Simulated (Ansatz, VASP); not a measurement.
**One calculation of NaCl, two programs**

The input POSCAR:

```
NaCl
1.0
    0.0000000000      2.8026988074      2.8026988074
    2.8026988074      0.0000000000      2.8026988074
    2.8026988074      2.8026988074      0.0000000000
Na Cl
1 1
Direct
    0.0000000000      0.0000000000      0.0000000000
    0.5000000000      0.5000000000      0.5000000000
```

Contents of INCAR.step1:

```
ALGO = Normal
EDIFF = 1E-5
ENCUT = 520
GGA = PE
ISIF = 2
ISMEAR = 0
LASPH = True
LCHARG = False
LREAL = False
LWAVE = True
NBANDS = 14
NELM = 60
PREC = Accurate
SIGMA = 0.01
```

INCAR.step2

```
AEXX = 0.3
ALGO = Normal
EDIFF = 1E-6
ENCUT = 520
GGA = PE
HFSCREEN = 0.2078
ISIF = 2
ISMEAR = 0
ISTART = 1
LASPH = True
LCHARG = False
LHFCALC = True
LREAL = False
LWAVE = False
NBANDS = 14
NELM = 60
PREC = Accurate
PRECFOCK = Normal
SIGMA = 0.01
```

Contents of KPOINTS:

```
k-points
0
Gamma
  4 4 4
```

Input for Ansatz:

```yaml
crystal:
  lattice:
    - [0.0, 2.8026988074, 2.8026988074]
    - [2.8026988074, 0.0, 2.8026988074]
    - [2.8026988074, 2.8026988074, 0.0]
  atoms:
    - { symbol: Na, position: [0.0, 0.0, 0.0] }
    - { symbol: Cl, position: [0.5, 0.5, 0.5] }
kpoints:
  mp_grid: { grid: [4, 4, 4] }
hamiltonian:
  xc:
    exchange: pbe
    correlation: pbe
    exx: { coeff: 0.3, omega: 0.2078 }
scf:
  occupations: { method: fixed }
  n_extra_bands: 4
output:
  forces: true
  stress: true
  eigenvalues: true
```

Alike in both runs: task single point; functional PBE-based screened hybrid with a share of 0.3 of exact exchange and HFSCREEN = 0.2078; k mesh 4 × 4 × 4; no spin polarisation.

|  | VASP | Ansatz |
| --- | --- | --- |
| version | VASP 6.6.1 | Ansatz 0.2.0 |
| potentials or method | VASP PAW PBE potentials, release 64 (Na_pv, Cl) | plane waves |
| plane-wave cutoff (eV) | 520 | 420 |
| occupations | gaussian, width 0.01 eV | fixed |
| valence electrons in the cell | 14 | 16 |

```csv
,VASP,Ansatz,Ansatz less VASP
gap on the k mesh at the Fermi level (eV),6.83,6.84,+0.010
pressure (GPa),0.6,0.6,-0.05
```

VASP's potentials were made for PBE, not for PBE-based screened hybrid. VASP's potentials hold 14 valence electrons a cell and Ansatz's 16, so a difference there can come from the potentials and not from the codes. Ansatz's warnings: stress exchange threshold loose, stress scf threshold loose.

The k mesh is coarse, so the values compare programs but aren't converged.
